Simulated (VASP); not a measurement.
# NaMg2Si2 (P-3m1) in VASP: notebook, part 3 of 3

VASP 6.6.1. Earlier steps stand in the parts before.

## (6) Relaxation of cell and atoms, PBE

This run uses another cell than the first one, of 22.10 Å³/atom.

Contents of INCAR:

```
PREC = Accurate ; ENCUT = 600
EDIFF = 1E-6 ; ISMEAR = 0
SIGMA = 0.1 ; LREAL = False
LASPH = True ; NELM = 100
ALGO = Normal ; ISIF = 3
LWAVE = False ; LCHARG = False
GGA = PE ; IBRION = 2
NSW = 100 ; EDIFFG = -0.01
```

Contents of KPOINTS:

```
regular mesh
0
Gamma
  12 12 8
```

Contents of POSCAR:

```
NaMg2Si2
1.0
    4.7188676158      0.0000000000      0.0000000000
   -2.3594338079      4.0866592324      0.0000000000
    0.0000000000      0.0000000000      5.7296993940
Na Mg Si
1 2 2
Direct
    0.0000000000      0.0000000000      0.0000000000
    0.3333333333      0.6666666667      0.6829223801
    0.6666666667      0.3333333333      0.3170776199
    0.6666666667      0.3333333333      0.7917247107
    0.3333333333      0.6666666667      0.2082752893
```

Potentials or basis: VASP PAW PBE potentials, release 64 (Na_pv, Mg, Si).

Run with:

```sh
cat potpaw_PBE.64/Na_pv/POTCAR potpaw_PBE.64/Mg/POTCAR potpaw_PBE.64/Si/POTCAR > POTCAR
mpirun -np 1 vasp_std > vasp.out
```

It took 7.3 min on 1 thread of Intel Xeon 6975P-C (Granite Rapids), shared host; peak memory 0.47 GiB.

Results (log left out):

| Item | Value |
| --- | --- |
| Free energy | -14.1376 eV |
| Relaxed volume | 22.14 Å³/atom |
| Relaxed cell | a = 4.722 Å, b = 4.722 Å, c = 5.732 Å, α = 90.00°, β = 90.00°, γ = 120.00° |
| Space group after relaxing (to 0.1 Å) | P-3m1 (No. 164) |
| Energy gained by relaxing | 0.0 meV/atom |
| Ionic steps | 3 |
| Pressure after relaxing | 0.0 GPa |
| Largest force after relaxing | 0.009 eV/Å |
| Band gap on the k mesh | zero (an odd number of electrons rules out a gap without spin polarisation) |

Forces on the atoms (eV/Å):
```
Na   0.000  0.000  0.000
Mg   0.000  0.000 -0.009
Mg   0.000  0.000  0.009
Si   0.000  0.000  0.001
Si   0.000  0.000 -0.001
```

Final structure:
```
Na Mg Si
1.0
     4.72227    0.00000    0.00000
    -2.36114    4.08961    0.00000
     0.00000    0.00000    5.73206
Na Mg Si
1 2 2
Direct
  0.00000 0.00000 0.00000
  0.33333 0.66667 0.68273
  0.66667 0.33333 0.31727
  0.66667 0.33333 0.79172
  0.33333 0.66667 0.20828
```

Levels at points of the mesh, in eV from the Fermi level:
```
           k point  band 5  band 6  band 7  band 8  band 9  band 10  band 11  band 12  band 13
(0.00, 0.00, 0.00)   -6.11   -3.28   -1.05   -1.05    0.37     0.63     0.63     2.12     3.13
(0.50, 0.00, 0.00)   -6.82   -3.06   -2.13   -1.93   -1.55    -0.90     0.70     1.01     3.97
(0.00, 0.00, 0.50)   -7.54   -1.10   -0.93   -0.53   -0.53     0.01     0.01     2.62     3.22
(0.50, 0.00, 0.50)   -6.97   -4.02   -3.71   -1.28   -0.72     0.14     0.36     3.14     3.24
```

## (7) Single point, PBE

This run uses another cell than the first one, of 22.16 Å³/atom.

Contents of INCAR:

```
PREC = Accurate
ENCUT = 520
EDIFF = 1E-6
ISMEAR = 0
SIGMA = 0.1
LREAL = False
LASPH = True
NELM = 100
ALGO = Normal
ISIF = 2
LWAVE = False
LCHARG = True
GGA = PE
LELF = True
LVHAR = True
NBANDS = 18
```

Contents of KPOINTS:

```
Automatic mesh
0
Gamma
  12 12 8
```

Contents of POSCAR:

```
NaMg2Si2
1.0
    4.7226417261      0.0000000000      0.0000000000
   -2.3613208631      4.0899277078      0.0000000000
    0.0000000000      0.0000000000      5.7369162480
Na Mg Si
1 2 2
Direct
    0.0000000000      0.0000000000      0.0000000000
    0.3333333333      0.6666666667      0.6820085051
    0.6666666667      0.3333333333      0.3179914949
    0.6666666667      0.3333333333      0.7921775912
    0.3333333333      0.6666666667      0.2078224088
```

Potentials or basis: VASP PAW PBE potentials, release 64 (Na_pv, Mg, Si).

Run with:

```sh
cat potpaw_PBE.64/Na_pv/POTCAR potpaw_PBE.64/Mg/POTCAR potpaw_PBE.64/Si/POTCAR > POTCAR
mpirun -np 1 vasp_std > vasp.out
```

OUTCAR:

```text
PREC = Accurate
   ENCUT = 520
   EDIFF = 1E-6
   ISMEAR = 0
   LREAL = False
   LASPH = True
   NELM = 100
   ISIF = 2
   GGA = PE

 ion  position               nearest neighbor table
   1  0.000  0.000  0.000-
   2  0.333  0.667  0.682-   5 2.72   4 2.80   4 2.80   4 2.80   5 3.02   3 3.43   3 3.43   3 3.43

   3  0.667  0.333  0.318-   4 2.72   5 2.80   5 2.80   5 2.80   4 3.02   2 3.43   2 3.43   2 3.43

   4  0.667  0.333  0.792-   3 2.72   2 2.80   2 2.80   2 2.80   3 3.02
   5  0.333  0.667  0.208-   2 2.72   3 2.80   3 2.80   3 2.80   2 3.02

  LATTYP: Found a hexagonal cell.
 ALAT       =     4.7226417261
 C/A-ratio  =     1.2147684666

  Lattice vectors:

 A1 = (   4.7226417261,   0.0000000000,   0.0000000000)
 A2 = (  -2.3613208631,   4.0899277078,   0.0000000000)
 A3 = (   0.0000000000,   0.0000000000,   5.7369162480)

Analysis of symmetry for initial positions (statically):
=====================================================================
 Subroutine PRICEL returns:
 Original cell was already a primitive cell.

 Routine SETGRP: Setting up the symmetry group for a
 hexagonal supercell.

 Subroutine GETGRP returns: Found 12 space group operations
 (whereof 12 operations were pure point group operations)
 out of a pool of 24 trial point group operations.

The static configuration has the point symmetry D_3d.

Analysis of symmetry for dynamics (positions and initial velocities):
=====================================================================
 Subroutine PRICEL returns:
 Original cell was already a primitive cell.

 Routine SETGRP: Setting up the symmetry group for a
 hexagonal supercell.

 Subroutine GETGRP returns: Found 12 space group operations
 (whereof 12 operations were pure point group operations)
[... 125 lines left out ...]
   IALGO  =     38    algorithm
   IMIX   =      4    mixing-type and parameters
     AMIX     =   0.40;   BMIX     =  1.00
     AMIX_MAG =   1.60;   BMIX_MAG =  1.00
  volume/ion in A,a.u.               =      22.16       149.56
  Fermi-wavevector in a.u.,A,eV,Ry     =   0.909494  1.718694 11.254448  0.827179
  Thomas-Fermi vector in A             =   2.033545
   LORBIT       =      0    0 simple, 1 ext, 2 COOP (PROOUT), +10 PAW based schemes
   GGA     = PE    functional components
   LHFCALC =     F    Hartree Fock is set to
   AEXX    =    0.0000 exact exchange contribution
   IVDW    =     0    specifies the selected vdW correction
   LEPSILON=     F    determine dielectric tensor
   LRPA    =     F    only Hartree local field effects (RPA)
 non-spin polarized calculation
 Gauss-broadening in eV      SIGMA  =   0.10
  energy-cutoff  :      520.00
  volume of cell :      110.81
 maximum number of plane-waves:      3039
   NGX = 17   NGY = 17   NGZ = 21

 number of electron      19.0000011 magnetization

 Free energy of the ion-electron system (eV)
  ---------------------------------------------------
  ext. energy  EPLUGINS =         0.00000000
  ---------------------------------------------------
  free energy    TOTEN  =       -14.13748576 eV

  energy without entropy =      -14.12617363  energy(sigma->0) =      -14.13182970

 E-fermi :   3.1411     XC(G=0):  -8.6847

 val. band max:        3.1354657054   @ k =   0.3333   0.1667   0.1250
 cond. band min:       3.1411587852   @ k =   0.0833   0.0833   0.3750
 fundamental gap:      0.0056930798
 Fermi energy:         3.1411158069

 k-point     1 :       0.0000    0.0000    0.0000
  band No.  band energies     occupation
      1     -20.6182      2.00000
      2     -20.6059      2.00000
      3     -20.6058      2.00000
      4      -5.7332      2.00000
      5      -2.9744      2.00000
      6      -0.1358      2.00000
[... 481 lines left out ...]
      5      -3.1713      2.00000
      6       0.1323      2.00000
[... 10 lines left out ...]
     17       8.3963      0.00000
     18       8.7361      0.00000

 [... further k-points ...]

------------------------ aborting loop because EDIFF is reached ----------------------------------------

  FORCE on cell =-STRESS in cart. coord.  units (eV):
  Direction    XX          YY          ZZ          XY          YZ          ZX
  --------------------------------------------------------------------------------------
  -------------------------------------------------------------------------------------
  Total       -0.0451334     -0.0451334     -0.0592554      0.0000000      0.0000000      0.0000000
  in kB       -0.6525731     -0.6525731     -0.8567606      0.0000000      0.0000000      0.0000000
  external PRESSURE =      -0.7206356 kB  Pullay stress =       0.0000000 kB

 VOLUME and BASIS-vectors are now :
 -----------------------------------------------------------------------------
  energy-cutoff  :      520.00
  volume of cell :      110.81
      direct lattice vectors                 reciprocal lattice vectors
     4.722641726  0.000000000  0.000000000     0.211745895  0.122251550  0.000000000
    -2.361320863  4.089927708  0.000000000     0.000000000  0.244503099  0.000000000
     0.000000000  0.000000000  5.736916248     0.000000000  0.000000000  0.174309674

 POSITION                                       TOTAL-FORCE (eV/Angst)
 -----------------------------------------------------------------------------------
      0.00000      0.00000      0.00000        -0.000000      0.000000      0.000000
     -0.00000      2.72662      3.91263        -0.000000      0.000000     -0.001612
      2.36132      1.36331      1.82429         0.000000     -0.000000      0.001612
      2.36132      1.36331      4.54466         0.000000      0.000000     -0.001513
     -0.00000      2.72662      1.19226        -0.000000      0.000000      0.001513
 -----------------------------------------------------------------------------------
    total drift:                               -0.000000     -0.000000     -0.000000

  FREE ENERGIE OF THE ION-ELECTRON SYSTEM (eV)
  ---------------------------------------------------
  free  energy   TOTEN  =       -14.1374857556 eV

  energy  without entropy=      -14.1261736347  energy(sigma->0) =      -14.13182970
```

Run time: 3.8 min. Hardware: 1 thread of Intel Xeon 6975P-C (Granite Rapids), shared host; peak memory 0.42 GiB.

Results:

```yaml
Free_energy: -14.1375 eV
Pressure: -0.1 GPa
Band_gap_on_the_k_mesh: zero (an odd number of electrons rules out a gap without spin polarisation)
```

## (8) The runs side by side

```csv
task,cell,k mesh,cutoff (eV),gap on the mesh (eV),pressure (GPa),relaxed volume (Å³/atom),largest force (eV/Å)
single point,"a = 3.721, b = 3.721, c = 6.651 Å, angles 90.0, 90.0, 120.0°, 5 atoms, atomic positions A",6 × 6 × 4,520,none,46.9,-,5.16
single point,"a = 4.719, b = 4.719, c = 5.730 Å, angles 90.0, 90.0, 120.0°, 5 atoms, atomic positions B",6 × 6 × 4,520,none,0.0,-,0.03
relaxation of cell and atoms,"relaxed from a = 3.721, b = 3.721, c = 6.651 Å, angles 90.0, 90.0, 120.0°, 5 atoms, atomic positions A",6 × 6 × 4,600,none,-0.1,22.16,0.01
single point,"a = 4.723, b = 4.723, c = 5.737 Å, angles 90.0, 90.0, 120.0°, 5 atoms, atomic positions C",12 × 12 × 8,520,none,-0.1,-,-
relaxation of cell and atoms,"relaxed from a = 4.719, b = 4.719, c = 5.730 Å, angles 90.0, 90.0, 120.0°, 5 atoms, atomic positions B",12 × 12 × 8,600,none,0.0,22.14,0.01
```

Alike in all rows: level PBE; potentials or basis VASP PAW PBE potentials, release 64 (Na_pv, Mg, Si); no spin polarisation; smearing gaussian 0.1 eV.

Caveats: the cell stands under pressure (at least some runs); forces of over 1 eV/Å act on the atoms, so gaps and moduli don't describe the material at rest (at least some runs); the volume moved by over 15 % at a fixed basis, so the end points are rough (at least some runs).

Total energies depend on the potentials used, so only differences within one code and one set of settings carry meaning.

The gap in the log of VASP goes by the Fermi energy; the results here count the filled bands.